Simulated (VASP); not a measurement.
# Hf3Zr5Hg8 (P4/mmm) in VASP: single point with LDA

Aim: the single point of Hf3Zr5Hg8 with LDA.

All numbers are computed with VASP 6.6.1; they aren't measurements. Logs are shortened: lines on timing, memory, paths and dates and some standing lists are left out, and cuts for length are marked.

### Step 1. The cell of the first run

Symmetry: P4/mmm, No. 123, tetragonal system. The conventional cell has a = 6.294 Å, b = 6.294 Å, c = 8.340 Å, α = 90.00°, β = 90.00°, γ = 90.00°. Hg (site symmetry m) has 3 Hf at 3.05 Å and 5 Zr at 3.05 Å and 4 Hg at 3.15 Å within 4.0 Å. Hf (site symmetry 4/mmm) has 8 Hg at 3.05 Å and 4 Zr at 3.15 Å within 4.0 Å. Within 4.0 Å of Hf (site symmetry 4/mmm) lie 8 Hg at 3.05 Å and 4 Zr at 3.15 Å. Within 4.0 Å of Hf (site symmetry 4/mmm) lie 8 Hg at 3.05 Å and 4 Zr at 3.15 Å. Zr (site symmetry 4/mmm) has 8 Hg at 3.05 Å and 4 Zr at 3.15 Å within 4.0 Å. Within 4.0 Å of Zr (site symmetry mmm) lie 8 Hg at 3.05 Å and 4 Hf at 3.15 Å. Zr (site symmetry mmm) has 8 Hg at 3.05 Å and 2 Hf at 3.15 Å and 2 Zr at 3.15 Å within 4.0 Å.

### Step 2. Single point, LDA

Input file INCAR:

```
SYSTEM = Hf3Zr5Hg8
PREC     = Accurate       ! precision mode
ENCUT    = 520            ! plane-wave cutoff, eV
EDIFF    = 1E-6           ! SCF threshold, eV
ISMEAR   = 0              ! smearing method
SIGMA    = 0.05           ! smearing width, eV
LREAL    = Auto         
LASPH    = .TRUE.         ! aspherical terms in the spheres
NELM     = 100            ! most SCF steps
ALGO     = Normal         ! electronic algorithm
ISIF     = 2              ! what is computed and relaxed
LWAVE    = .FALSE.        ! write WAVECAR
LCHARG   = .TRUE.         ! write CHGCAR
GGA      = CA             ! functional
LELF     = .TRUE.         ! ELF
LVHAR    = .TRUE.       
NBANDS   = 107            ! bands
```

Input file KPOINTS:

```
Automatic mesh
0
G
  3 3 2
  0 0 0
```

Input file POSCAR:

```
Hf3Zr5Hg8
1.0
    6.2940000000      0.0000000000      0.0000000000
    0.0000000000      6.2940000000      0.0000000000
    0.0000000000      0.0000000000      8.3400000000
Hg Hf Zr
8 3 5
Direct
    0.0000000000      0.0000000000      0.0000000000
    0.0000000000      0.0000000000      0.5000000000
    0.0000000000      0.5000000000      0.0000000000
    0.0000000000      0.5000000000      0.5000000000
    0.5000000000      0.0000000000      0.0000000000
    0.5000000000      0.0000000000      0.5000000000
    0.5000000000      0.5000000000      0.0000000000
    0.5000000000      0.5000000000      0.5000000000
    0.2500000000      0.2500000000      0.2500000000
    0.7500000000      0.7500000000      0.2500000000
    0.7500000000      0.7500000000      0.7500000000
    0.2500000000      0.2500000000      0.7500000000
    0.2500000000      0.7500000000      0.2500000000
    0.2500000000      0.7500000000      0.7500000000
    0.7500000000      0.2500000000      0.2500000000
    0.7500000000      0.2500000000      0.7500000000
```

Potentials or basis: VASP PAW LDA potentials, release 64 (Hg, Hf_pv, Zr_sv).

Run with:

```sh
$ cat potpaw_LDA.64/Hg/POTCAR potpaw_LDA.64/Hf_pv/POTCAR potpaw_LDA.64/Zr_sv/POTCAR > POTCAR
$ mpirun -np 1 vasp_std > vasp.out
```

OUTCAR:

```text
SYSTEM = Hf3Zr5Hg8
   PREC = Accurate
   ENCUT = 520
   EDIFF = 1E-6
   ISMEAR = 0
   LREAL = Auto
   LASPH = .TRUE.
   NELM = 100
   ISIF = 2
   GGA = CA

 ion  position               nearest neighbor table
   1  0.000  0.000  0.000-   9 3.05  10 3.05  11 3.05  12 3.05  13 3.05  14 3.05  15 3.05  16 3.05
                             3 3.15   5 3.15   3 3.15   5 3.15
   2  0.000  0.000  0.500-   9 3.05  10 3.05  11 3.05  12 3.05  13 3.05  14 3.05  15 3.05  16 3.05
                             4 3.15   6 3.15   4 3.15   6 3.15
   3  0.000  0.500  0.000-   9 3.05  10 3.05  11 3.05  12 3.05  13 3.05  14 3.05  15 3.05  16 3.05
                             1 3.15   7 3.15   1 3.15   7 3.15
   4  0.000  0.500  0.500-   9 3.05  10 3.05  11 3.05  12 3.05  13 3.05  14 3.05  15 3.05  16 3.05
                             2 3.15   8 3.15   2 3.15   8 3.15
   5  0.500  0.000  0.000-   9 3.05  10 3.05  11 3.05  12 3.05  13 3.05  14 3.05  15 3.05  16 3.05
                             1 3.15   7 3.15   7 3.15   1 3.15
   6  0.500  0.000  0.500-   9 3.05  10 3.05  11 3.05  12 3.05  13 3.05  14 3.05  15 3.05  16 3.05
                             2 3.15   8 3.15   8 3.15   2 3.15
   7  0.500  0.500  0.000-   9 3.05  10 3.05  11 3.05  12 3.05  13 3.05  14 3.05  15 3.05  16 3.05
                             3 3.15   5 3.15   5 3.15   3 3.15
   8  0.500  0.500  0.500-   9 3.05  10 3.05  11 3.05  12 3.05  13 3.05  14 3.05  15 3.05  16 3.05
                             4 3.15   6 3.15   6 3.15   4 3.15
   9  0.250  0.250  0.250-   1 3.05   2 3.05   3 3.05   4 3.05   5 3.05   6 3.05   7 3.05   8 3.05
                            13 3.15  15 3.15  13 3.15  15 3.15
  10  0.750  0.750  0.250-   1 3.05   2 3.05   3 3.05   4 3.05   5 3.05   6 3.05   7 3.05   8 3.05
                            13 3.15  15 3.15  15 3.15  13 3.15
  11  0.750  0.750  0.750-   1 3.05   2 3.05   3 3.05   4 3.05   5 3.05   6 3.05   7 3.05   8 3.05
                            14 3.15  16 3.15  16 3.15  14 3.15
  12  0.250  0.250  0.750-   1 3.05   2 3.05   3 3.05   4 3.05   5 3.05   6 3.05   7 3.05   8 3.05
                            14 3.15  16 3.15  14 3.15  16 3.15
  13  0.250  0.750  0.250-   1 3.05   2 3.05   3 3.05   4 3.05   5 3.05   6 3.05   7 3.05   8 3.05
                             9 3.15  10 3.15   9 3.15  10 3.15
  14  0.250  0.750  0.750-   1 3.05   2 3.05   3 3.05   4 3.05   5 3.05   6 3.05   7 3.05   8 3.05
                            11 3.15  12 3.15  12 3.15  11 3.15
  15  0.750  0.250  0.250-   1 3.05   2 3.05   3 3.05   4 3.05   5 3.05   6 3.05   7 3.05   8 3.05
                             9 3.15  10 3.15  10 3.15   9 3.15
  16  0.750  0.250  0.750-   1 3.05   2 3.05   3 3.05   4 3.05   5 3.05   6 3.05   7 3.05   8 3.05
                            11 3.15  12 3.15  11 3.15  12 3.15

  LATTYP: Found a simple tetragonal cell.
 ALAT       =     6.2940000000
 C/A-ratio  =     1.3250714967

  Lattice vectors:

 A1 = (   6.2940000000,   0.0000000000,   0.0000000000)
 A2 = (   0.0000000000,   6.2940000000,   0.0000000000)
 A3 = (   0.0000000000,   0.0000000000,   8.3400000000)

Analysis of symmetry for initial positions (statically):
=====================================================================
 Subroutine PRICEL returns:
 Original cell was already a primitive cell.

 Routine SETGRP: Setting up the symmetry group for a
 simple tetragonal supercell.

 Subroutine GETGRP returns: Found 16 space group operations
 (whereof  2 operations were pure point group operations)
 out of a pool of 16 trial point group operations.

The static configuration has the point symmetry C_1h.
 The point group associated with its full space group is D_4h.

Analysis of symmetry for dynamics (positions and initial velocities):
=====================================================================
 Subroutine PRICEL returns:
 Original cell was already a primitive cell.

 Routine SETGRP: Setting up the symmetry group for a
 simple tetragonal supercell.

 Subroutine GETGRP returns: Found 16 space group operations
 (whereof  2 operations were pure point group operations)
 out of a pool of 16 trial point group operations.

The dynamic configuration has the point symmetry C_1h.
 The point group associated with its full space group is D_4h.

 Subroutine INISYM returns: Found 16 space group operations
 (whereof  2 operations are pure point group operations),
 and found     1 'primitive' translations

----------------------------------------------------------------------------------------

                                     Primitive cell

  volume of cell :     330.3844

[... 48 lines left out ...]

Automatic generation of k-mesh.
 Grid dimensions read from file:
 generate k-points for:    3    3    2

 Generating k-lattice:

  Cartesian coordinates                     Fractional coordinates (reciprocal lattice)
     0.052960491  0.000000000  0.000000000     0.333333333  0.000000000  0.000000000
     0.000000000  0.052960491  0.000000000     0.000000000  0.333333333  0.000000000
     0.000000000  0.000000000  0.059952038     0.000000000  0.000000000  0.500000000

  Length of vectors
     0.052960491  0.052960491  0.059952038

  Shift w.r.t. Gamma in fractional coordinates (k-lattice)
     0.000000000  0.000000000  0.000000000

 Subroutine IBZKPT returns following result:
 ===========================================

 Found      6 irreducible k-points:

 Following reciprocal coordinates:
            Coordinates               Weight
  0.000000  0.000000  0.000000      1.000000
  0.333333  0.000000  0.000000      4.000000
  0.333333  0.333333  0.000000      4.000000
  0.000000  0.000000  0.500000      1.000000
  0.333333  0.000000  0.500000      4.000000
  0.333333  0.333333  0.500000      4.000000
   k-points           NKPTS =      6   k-points in BZ     NKDIM =      6   number of bands    NBANDS=    107
   number of dos      NEDOS =    301   number of ions     NIONS =     16
   total plane-waves  NPLWV = 147456
   dimension x,y,z NGX =    48 NGY =   48 NGZ =   64
   dimension x,y,z NGXF=    96 NGYF=   96 NGZF=  128
   ions per type =               8   3   5
   NGX,Y,Z   is equivalent  to a cutoff of  12.68, 12.68, 12.76 a.u.
   NGXF,Y,Z  is equivalent  to a cutoff of  25.36, 25.36, 25.51 a.u.
 SYSTEM =  Hf3Zr5Hg8
   PREC   = accura    normal or accurate (medium, high low for compatibility)
   ISTART =      0    job   : 0-new  1-cont  2-samecut
   ICHARG =      2    charge: 1-file 2-atom 10-const
   ISPIN  =      1    spin polarized calculation?
   LNONCOLLINEAR =      F non collinear calculations
   LSORBIT =      F    spin-orbit coupling
   LASPH  =      T    aspherical Exc in radial PAW
   ENCUT  =  520.0 eV  38.22 Ry    6.18 a.u.  11.70 11.70 15.51*2*pi/ulx,y,z
   NELM   =    100;   NELMIN=  2; NELMDL= -5     # of ELM steps
   EDIFF  = 0.1E-05   stopping-criterion for ELM
   LREAL  =      T    real-space projection
   EDIFFG = 0.1E-04   stopping-criterion for IOM
   NSW    =      0    number of steps for IOM
   IBRION =     -1    ionic relax: 0-MD 1-quasi-New 2-CG
   NFREE  =      0    steps in history (QN), initial steepest desc. (CG)
   ISIF   =      2    stress and relaxation
   ISYM   =      2    0-nonsym 1-usesym 2-fastsym
   POTIM  = 0.5000    time-step for ionic-motion
   TEBEG  =    0.0;   TEEND  =   0.0 temperature during run
   PSTRESS=    0.0 pullay stress
   NELECT =     186.0000    total number of electrons
   NUPDOWN=      -1.0000    fix difference up-down
   EMIN   =  10.00;   EMAX   =-10.00  energy-range for DOS
   EFERMI =   0.00;   METHOD = LEGACY
   ISMEAR =     0;   SIGMA  =   0.05  broadening in eV -4-tet -1-fermi 0-gaus
   EFERMI_NEDOS =   21; number of points for ismear=-14 and -15
   IALGO  =     38    algorithm
   IMIX   =      4    mixing-type and parameters
     AMIX     =   0.40;   BMIX     =  1.00
     AMIX_MAG =   1.60;   BMIX_MAG =  1.00
  volume/ion in A,a.u.               =      20.65       139.35
  Fermi-wavevector in a.u.,A,eV,Ry     =   1.351780  2.554494 24.862045  1.827309
  Thomas-Fermi vector in A             =   2.479173
   LORBIT       =      0    0 simple, 1 ext, 2 COOP (PROOUT), +10 PAW based schemes
   GGA     = CA    functional components
   LHFCALC =     F    Hartree Fock is set to
   AEXX    =    0.0000 exact exchange contribution
   IVDW    =     0    specifies the selected vdW correction
   LEPSILON=     F    determine dielectric tensor
   LRPA    =     F    only Hartree local field effects (RPA)
 non-spin polarized calculation
 Gauss-broadening in eV      SIGMA  =   0.05
  energy-cutoff  :      520.00
  volume of cell :      330.38
 maximum number of plane-waves:      8939
 NGX is ok and might be reduce to    48
   NGX = 23   NGY = 23   NGZ = 31

 number of electron     185.9999995 magnetization

 Free energy of the ion-electron system (eV)
  ---------------------------------------------------
  ext. energy  EPLUGINS =         0.00000000
  ---------------------------------------------------
  free energy    TOTEN  =       -90.69007722 eV

  energy without entropy =      -90.66791839  energy(sigma->0) =      -90.67899781

 E-fermi :   6.0812     XC(G=0): -11.9101

 val. band max:        6.0807536272   @ k =   0.0000   0.0000   0.0000
 cond. band min:       6.1146777121   @ k =   0.3333   0.3333   0.0000
 fundamental gap:      0.0339240849
 Fermi energy:         6.0812178466

 k-point     1 :       0.0000    0.0000    0.0000
  band No.  band energies     occupation
      1     -42.5022      2.00000
      2     -42.4261      2.00000
      3     -42.4193      2.00000
      4     -42.4182      2.00000
      5     -42.4040      2.00000
      6     -24.7788      2.00000
[... 637 lines left out ...]
    104       8.1171      0.00000
    105       8.1528      0.00000
 [bands above 105 left out]

------------------------ aborting loop because EDIFF is reached ----------------------------------------

  FORCE on cell =-STRESS in cart. coord.  units (eV):
  Direction    XX          YY          ZZ          XY          YZ          ZX
  --------------------------------------------------------------------------------------
  -------------------------------------------------------------------------------------
  Total       -6.1997122     -6.1997122    -13.0932184      0.0000000     -0.0000000     -0.0000000
  in kB      -30.0650950    -30.0650950    -63.4946989      0.0000000     -0.0000000     -0.0000000
  external PRESSURE =     -41.2082963 kB  Pullay stress =       0.0000000 kB

 VOLUME and BASIS-vectors are now :
 -----------------------------------------------------------------------------
  energy-cutoff  :      520.00
  volume of cell :      330.38
      direct lattice vectors                 reciprocal lattice vectors
     6.294000000  0.000000000  0.000000000     0.158881474  0.000000000  0.000000000
     0.000000000  6.294000000  0.000000000     0.000000000  0.158881474  0.000000000
     0.000000000  0.000000000  8.340000000     0.000000000  0.000000000  0.119904077

 POSITION                                       TOTAL-FORCE (eV/Angst)
 -----------------------------------------------------------------------------------
      0.00000      0.00000      0.00000        -0.044475     -0.044475      0.050673
      0.00000      0.00000      4.17000        -0.044475     -0.044475     -0.050673
      0.00000      3.14700      0.00000        -0.044475      0.044475      0.050673
      0.00000      3.14700      4.17000        -0.044475      0.044475     -0.050673
      3.14700      0.00000      0.00000         0.044475     -0.044475      0.050673
      3.14700      0.00000      4.17000         0.044475     -0.044475     -0.050673
[... 8 lines left out ...]
      4.72050      1.57350      2.08500        -0.000000      0.000000      0.000000
      4.72050      1.57350      6.25500        -0.000000      0.000000      0.000000
 -----------------------------------------------------------------------------------
    total drift:                                0.000000      0.000000      0.000000

  FREE ENERGIE OF THE ION-ELECTRON SYSTEM (eV)
  ---------------------------------------------------
  free  energy   TOTEN  =       -90.6900772164 eV

  energy  without entropy=      -90.6679183940  energy(sigma->0) =      -90.67899781
```

It took 5.2 min on 1 thread of Intel Xeon 6975P-C (Granite Rapids), shared host; peak memory 0.39 GiB.

Results:

| Quantity | Value |
| --- | --- |
| Free energy | -90.6901 eV |
| Pressure | -4.1 GPa |
| Largest force | 0.081 eV/Å |
| Band gap on the k mesh | zero (bands 93 and 94 overlap by 0.55 eV) |

Forces on the atoms (eV/Å):
```
Hg  -0.044 -0.044  0.051
Hg  -0.044 -0.044 -0.051
Hg  -0.044  0.044  0.051
Hg  -0.044  0.044 -0.051
Hg   0.044 -0.044  0.051
Hg   0.044 -0.044 -0.051
Hg   0.044  0.044  0.051
Hg   0.044  0.044 -0.051
Hf   0.000  0.000  0.000
Hf   0.000  0.000  0.000
Hf   0.000  0.000  0.000
Zr   0.000  0.000  0.000
Zr   0.000  0.000  0.000
Zr   0.000  0.000  0.000
Zr   0.000  0.000  0.000
Zr   0.000  0.000  0.000
```

Stress tensor (GPa, compression positive):
```
-3.01  0.00  0.00
 0.00 -3.01  0.00
 0.00  0.00 -6.35
```

Caveat: the k points lie up to 0.38 Å⁻¹ apart, too coarse for converged energies and pressures of a metal; spin-orbit coupling is left out, which moves the levels of the heavy elements.
